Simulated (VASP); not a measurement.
# K2S (fluorite type) (Fm-3m) in VASP: a series of runs

K2S (fluorite type) is run at these levels: PBE; tasks: single point.

Program: VASP 6.6.1. These are calculated values, not measurements. Logs are shortened: lines on timing, memory, paths and dates and some standing lists are left out, and cuts for length are marked.

## Step 1: The cell of the first run

The structure is cubic, space group Fm-3m (No. 225). Conventional cell: a = 7.312 Å, b = 7.312 Å, c = 7.312 Å, α = 90.00°, β = 90.00°, γ = 90.00°. Within 4.2 Å of S (site symmetry m-3m) lie 8 K at 3.17 Å. Within 4.2 Å of K (site symmetry -43m) lie 4 S at 3.17 Å and 6 K at 3.66 Å.

## Step 2: Single point, PBE (32.57 Å³/atom)

The input, INCAR:

```
SYSTEM = K2S
PREC     = Accurate       ! precision mode
ENCUT    = 500            ! plane-wave cutoff, eV
EDIFF    = 1E-6           ! SCF threshold, eV
ISMEAR   = -1             ! smearing method
SIGMA    = 0.03           ! smearing width, eV
LREAL    = .False.        ! projectors in reciprocal space
LASPH    = .True.         ! aspherical terms in the spheres
NELM     = 120            ! most SCF steps
ALGO     = Normal         ! electronic algorithm
ISIF     = 2              ! what is computed and relaxed
LWAVE    = .False.        ! write WAVECAR
LCHARG   = .False.        ! write CHGCAR
GGA      = PE             ! functional
NBANDS   = 19             ! bands
GGA_COMPAT= .False.
```

The input, KPOINTS:

```
regular mesh
0
Gamma
  10 10 10
  0 0 0
```

The input, POSCAR:

```
K2S
1.0
    0.0000000000      3.6558024717      3.6558024717
    3.6558024717      0.0000000000      3.6558024717
    3.6558024717      3.6558024717      0.0000000000
S K
1 2
Direct
    0.0000000000      0.0000000000      0.0000000000
    0.2500000000      0.2500000000      0.2500000000
    0.7500000000      0.7500000000      0.7500000000
```

Potentials or basis: VASP PAW PBE potentials, release 64 (S, K_sv).

Command:

```console
> cat potpaw_PBE.64/S/POTCAR potpaw_PBE.64/K_sv/POTCAR > POTCAR
> mpirun -np 1 vasp_std > vasp.out
```

OUTCAR:

```text
SYSTEM = K2S
   PREC = Accurate
   ENCUT = 500
   EDIFF = 1E-6
   ISMEAR = -1
   LREAL = .False.
   LASPH = .True.
   NELM = 120
   ISIF = 2
   GGA = PE

 ion  position               nearest neighbor table
   1  0.000  0.000  0.000-   3 3.17   3 3.17   3 3.17   2 3.17   3 3.17   2 3.17   2 3.17   2 3.17

   2  0.250  0.250  0.250-   1 3.17   1 3.17   1 3.17   1 3.17   3 3.66   3 3.66   3 3.66   3 3.66
                             3 3.66   3 3.66
   3  0.750  0.750  0.750-   1 3.17   1 3.17   1 3.17   1 3.17   2 3.66   2 3.66   2 3.66   2 3.66
                             2 3.66   2 3.66

  LATTYP: Found a face centered cubic cell.
 ALAT       =     7.3116049434

  Lattice vectors:

 A1 = (   0.0000000000,   3.6558024717,   3.6558024717)
 A2 = (   3.6558024717,   0.0000000000,   3.6558024717)
 A3 = (   3.6558024717,   3.6558024717,   0.0000000000)

Analysis of symmetry for initial positions (statically):
=====================================================================
 Subroutine PRICEL returns:
 Original cell was already a primitive cell.

 Routine SETGRP: Setting up the symmetry group for a
 face centered cubic supercell.

 Subroutine GETGRP returns: Found 48 space group operations
 (whereof 48 operations were pure point group operations)
 out of a pool of 48 trial point group operations.

The static configuration has the point symmetry O_h .

Analysis of symmetry for dynamics (positions and initial velocities):
=====================================================================
 Subroutine PRICEL returns:
 Original cell was already a primitive cell.

 Routine SETGRP: Setting up the symmetry group for a
 face centered cubic supercell.

 Subroutine GETGRP returns: Found 48 space group operations
 (whereof 48 operations were pure point group operations)
 out of a pool of 48 trial point group operations.

The dynamic configuration has the point symmetry O_h .

 Subroutine INISYM returns: Found 48 space group operations
 (whereof 48 operations are pure point group operations),
 and found     1 'primitive' translations

----------------------------------------------------------------------------------------

                                     Primitive cell

  volume of cell :      97.7188

  direct lattice vectors                    reciprocal lattice vectors
     0.000000000  3.655802472  3.655802472    -0.136768877  0.136768877  0.136768877
     3.655802472  0.000000000  3.655802472     0.136768877 -0.136768877  0.136768877
     3.655802472  3.655802472  0.000000000     0.136768877  0.136768877 -0.136768877

  length of vectors
     5.170085437  5.170085437  5.170085437     0.236890645  0.236890645  0.236890645

  position of ions in fractional coordinates (direct lattice)
     0.000000000  0.000000000  0.000000000
     0.250000000  0.250000000  0.250000000
     0.750000000  0.750000000  0.750000000

  ion indices of the primitive-cell ions
   primitive index   ion index
                 1           1
                 2           2
                 3           3

----------------------------------------------------------------------------------------

 KPOINTS: regular mesh

Automatic generation of k-mesh.
 Grid dimensions read from file:
 generate k-points for:   10   10   10

 Generating k-lattice:

  Cartesian coordinates                     Fractional coordinates (reciprocal lattice)
    -0.013676888  0.013676888  0.013676888     0.100000000  0.000000000  0.000000000
     0.013676888 -0.013676888  0.013676888     0.000000000  0.100000000  0.000000000
     0.013676888  0.013676888 -0.013676888     0.000000000  0.000000000  0.100000000

  Length of vectors
     0.023689064  0.023689064  0.023689064

  Shift w.r.t. Gamma in fractional coordinates (k-lattice)
     0.000000000  0.000000000  0.000000000

 Subroutine IBZKPT returns following result:
 ===========================================

 Found     47 irreducible k-points:

 Following reciprocal coordinates:
            Coordinates               Weight
  0.000000  0.000000  0.000000      1.000000
  0.100000  0.000000  0.000000      8.000000
  0.200000  0.000000  0.000000      8.000000
  0.300000  0.000000  0.000000      8.000000
  0.400000  0.000000  0.000000      8.000000
  0.500000  0.000000  0.000000      4.000000
[... 16 lines left out ...]
  0.300000  0.300000  0.000000      6.000000
  0.400000  0.300000  0.000000     24.000000
 [... further k-points ...]
   k-points           NKPTS =     47   k-points in BZ     NKDIM =     47   number of bands    NBANDS=     19
   number of dos      NEDOS =    301   number of ions     NIONS =      3
   total plane-waves  NPLWV =  64000
   dimension x,y,z NGX =    40 NGY =   40 NGZ =   40
   dimension x,y,z NGXF=    80 NGYF=   80 NGZF=   80
   ions per type =               1   2
   NGX,Y,Z   is equivalent  to a cutoff of  12.86, 12.86, 12.86 a.u.
   NGXF,Y,Z  is equivalent  to a cutoff of  25.72, 25.72, 25.72 a.u.
 SYSTEM =  K2S
   PREC   = accura    normal or accurate (medium, high low for compatibility)
   ISTART =      0    job   : 0-new  1-cont  2-samecut
   ICHARG =      2    charge: 1-file 2-atom 10-const
   ISPIN  =      1    spin polarized calculation?
   LNONCOLLINEAR =      F non collinear calculations
   LSORBIT =      F    spin-orbit coupling
   LASPH  =      T    aspherical Exc in radial PAW
   ENCUT  =  500.0 eV  36.75 Ry    6.06 a.u.   9.43  9.43  9.43*2*pi/ulx,y,z
   NELM   =    120;   NELMIN=  2; NELMDL= -5     # of ELM steps
   EDIFF  = 0.1E-05   stopping-criterion for ELM
   LREAL  =      F    real-space projection
   EDIFFG = 0.1E-04   stopping-criterion for IOM
   NSW    =      0    number of steps for IOM
   IBRION =     -1    ionic relax: 0-MD 1-quasi-New 2-CG
   NFREE  =      0    steps in history (QN), initial steepest desc. (CG)
   ISIF   =      2    stress and relaxation
   ISYM   =      2    0-nonsym 1-usesym 2-fastsym
   POTIM  = 0.5000    time-step for ionic-motion
   TEBEG  =    0.0;   TEEND  =   0.0 temperature during run
   PSTRESS=    0.0 pullay stress
   NELECT =      24.0000    total number of electrons
   NUPDOWN=      -1.0000    fix difference up-down
   EMIN   =  10.00;   EMAX   =-10.00  energy-range for DOS
   EFERMI =   0.00;   METHOD = LEGACY
   ISMEAR =    -1;   SIGMA  =   0.03  broadening in eV -4-tet -1-fermi 0-gaus
   EFERMI_NEDOS =   21; number of points for ismear=-14 and -15
   IALGO  =     38    algorithm
   IMIX   =      4    mixing-type and parameters
     AMIX     =   0.40;   BMIX     =  1.00
     AMIX_MAG =   1.60;   BMIX_MAG =  1.00
  volume/ion in A,a.u.               =      32.57       219.81
  Fermi-wavevector in a.u.,A,eV,Ry     =   1.025225  1.937394 14.300898  1.051086
  Thomas-Fermi vector in A             =   2.159054
   LORBIT       =      0    0 simple, 1 ext, 2 COOP (PROOUT), +10 PAW based schemes
   GGA     = PE    functional components
   LHFCALC =     F    Hartree Fock is set to
   AEXX    =    0.0000 exact exchange contribution
   IVDW    =     0    specifies the selected vdW correction
   LEPSILON=     F    determine dielectric tensor
   LRPA    =     F    only Hartree local field effects (RPA)
 non-spin polarized calculation
  energy-cutoff  :      500.00
  volume of cell :       97.72
 maximum number of plane-waves:      2507
 NGX is ok and might be reduce to    40
   NGX = 19   NGY = 19   NGZ = 19

 number of electron      23.9999999 magnetization

 Free energy of the ion-electron system (eV)
  ---------------------------------------------------
  ext. energy  EPLUGINS =         0.00000000
  ---------------------------------------------------
  free energy    TOTEN  =        -9.39467935 eV

  energy without entropy =       -9.39467935  energy(sigma->0) =       -9.39467935

 E-fermi :   0.5783     XC(G=0):  -7.4781

 val. band max:       -0.2152153297   @ k =   0.5000   0.5000   0.0000
 cond. band min:       2.2617769958   @ k =   0.0000   0.0000   0.0000
 fundamental gap:      2.4769923255
 Fermi energy:         0.5782968466

 k-point     1 :       0.0000    0.0000    0.0000
  band No.  band energies     occupation
      1     -29.3666      2.00000
      2     -29.2710      2.00000
      3     -12.9730      2.00000
      4     -12.9730      2.00000
      5     -12.9730      2.00000
      6     -12.7094      2.00000
[... 11 lines left out ...]
     18       7.3885      0.00000
     19       8.3763      0.00000

 k-point     2 :       0.1000    0.0000    0.0000
  band No.  band energies     occupation
      1     -29.3641      2.00000
      2     -29.2732      2.00000
      3     -12.9707      2.00000
      4     -12.9675      2.00000
      5     -12.9675      2.00000
      6     -12.7291      2.00000
[... 11 lines left out ...]
     18       7.4469      0.00000
     19       8.2382      0.00000

 k-point     3 :       0.2000    0.0000    0.0000
  band No.  band energies     occupation
      1     -29.3570      2.00000
      2     -29.2797      2.00000
      3     -12.9655      2.00000
      4     -12.9512      2.00000
      5     -12.9512      2.00000
      6     -12.7779      2.00000
[... 11 lines left out ...]
     18       7.5523      0.00000
     19       7.7110      0.00000

 k-point     4 :       0.3000    0.0000    0.0000
  band No.  band energies     occupation
      1     -29.3461      2.00000
      2     -29.2899      2.00000
      3     -12.9631      2.00000
      4     -12.9251      2.00000
      5     -12.9251      2.00000
      6     -12.8310      2.00000
[... 407 lines left out ...]
     18       7.3967      0.00000
     19       7.5862      0.00000

 k-point    23 :       0.3000    0.3000    0.0000
  band No.  band energies     occupation
      1     -29.3446      2.00000
      2     -29.2908      2.00000
      3     -13.0497      2.00000
      4     -13.0195      2.00000
      5     -13.0195      2.00000
      6     -12.7531      2.00000
[... 11 lines left out ...]
     18       7.3244      0.00000
     19       7.7857      0.00000

 k-point    24 :       0.4000    0.3000    0.0000
  band No.  band energies     occupation
      1     -29.3383      2.00000
      2     -29.2965      2.00000
      3     -13.1140      2.00000
      4     -13.0227      2.00000
      5     -13.0214      2.00000
      6     -12.7070      2.00000
[... 11 lines left out ...]
     18       7.3203      0.00000
     19       8.0443      0.00000

 [... further k-points ...]

------------------------ aborting loop because EDIFF is reached ----------------------------------------

  FORCE on cell =-STRESS in cart. coord.  units (eV):
  Direction    XX          YY          ZZ          XY          YZ          ZX
  --------------------------------------------------------------------------------------
  -------------------------------------------------------------------------------------
  Total        0.8068491      0.8068491      0.8068491     -0.0000000      0.0000000      0.0000000
  in kB       13.2289312     13.2289312     13.2289312     -0.0000000      0.0000000      0.0000000
  external PRESSURE =      13.2289312 kB  Pullay stress =       0.0000000 kB

 VOLUME and BASIS-vectors are now :
 -----------------------------------------------------------------------------
  energy-cutoff  :      500.00
  volume of cell :       97.72
      direct lattice vectors                 reciprocal lattice vectors
     0.000000000  3.655802472  3.655802472    -0.136768877  0.136768877  0.136768877
     3.655802472  0.000000000  3.655802472     0.136768877 -0.136768877  0.136768877
     3.655802472  3.655802472  0.000000000     0.136768877  0.136768877 -0.136768877

 POSITION                                       TOTAL-FORCE (eV/Angst)
 -----------------------------------------------------------------------------------
      0.00000      0.00000      0.00000        -0.000000     -0.000000      0.000000
      1.82790      1.82790      1.82790         0.000000      0.000000     -0.000000
      5.48370      5.48370      5.48370        -0.000000     -0.000000      0.000000
 -----------------------------------------------------------------------------------
    total drift:                               -0.000000     -0.000000      0.000000

  FREE ENERGIE OF THE ION-ELECTRON SYSTEM (eV)
  ---------------------------------------------------
  free  energy   TOTEN  =        -9.3946793542 eV

  energy  without entropy=       -9.3946793542  energy(sigma->0) =       -9.39467935
```

It took 1.9 min on 1 thread of Oxide Virtual Turin-like, shared host; peak memory 0.23 GiB.

What came out:

| Quantity | Value |
| --- | --- |
| Free energy | -9.3947 eV |
| Pressure | 1.3 GPa |
| Band gap on the k mesh | 2.48 eV (least direct gap 2.71 eV) |

Levels at points of the mesh, in eV from the valence-band top:
```tsv
k point	band 8	band 9	band 10	band 11	band 12	band 13	band 14	band 15	band 16	band 17
(0.00, 0.00, 0.00)	-12.49	-9.65	-0.23	-0.23	-0.23	2.48	5.47	5.47	7.60	7.60
(0.50, 0.00, 0.00)	-12.63	-9.42	-0.64	-0.08	-0.08	4.79	5.20	5.87	5.87	7.68
(0.50, 0.50, 0.00)	-12.42	-9.37	-0.78	0.00	0.00	3.52	5.36	6.66	6.79	7.72
```

A k mesh can miss the band edges.

## Step 3: Single point, PBE (33.94 Å³/atom)

This run uses another cell than the first one, of 33.94 Å³/atom.

The input, INCAR:

```
PREC = Accurate
ENCUT = 500
EDIFF = 1E-6
ISMEAR = -1
SIGMA = 0.03
LREAL = False
LASPH = True
NELM = 120
ALGO = Normal
ISIF = 2
LWAVE = False
LCHARG = False
GGA = PE
NBANDS = 19
GGA_COMPAT = False
```

The input, KPOINTS:

```
Automatic mesh
0
Gamma
  10 10 10
```

The input, POSCAR:

```
K2S
1.0
    0.0000000000      3.7062821734      3.7062821734
    3.7062821734      0.0000000000      3.7062821734
    3.7062821734      3.7062821734      0.0000000000
S K
1 2
Direct
    0.0000000000      0.0000000000      0.0000000000
    0.2500000000      0.2500000000      0.2500000000
    0.7500000000      0.7500000000      0.7500000000
```

Potentials or basis: VASP PAW PBE potentials, release 64 (S, K_sv).

Command:

```console
> cat potpaw_PBE.64/S/POTCAR potpaw_PBE.64/K_sv/POTCAR > POTCAR
> mpirun -np 1 vasp_std > vasp.out
```

It took 2.4 min on 1 thread of Oxide Virtual Turin-like, shared host; peak memory 0.23 GiB.

Results (log left out):

```
Free energy            : -9.4175 eV
Pressure               : 0.4 GPa
Band gap on the k mesh : 2.37 eV (least direct gap 2.56 eV)
```

Levels at points of the mesh, in eV from the valence-band top:
```csv
k point,band 8,band 9,band 10,band 11,band 12,band 13,band 14,band 15,band 16,band 17
"(0.00, 0.00, 0.00)",-12.58,-9.61,-0.19,-0.19,-0.19,2.37,5.46,5.46,7.46,7.46
"(0.50, 0.00, 0.00)",-12.70,-9.42,-0.62,-0.07,-0.07,4.71,5.00,5.81,5.81,7.60
"(0.50, 0.50, 0.00)",-12.52,-9.37,-0.74,0.00,0.00,3.51,5.28,6.58,6.61,7.59
```

(Continued in part 2 of 2.)
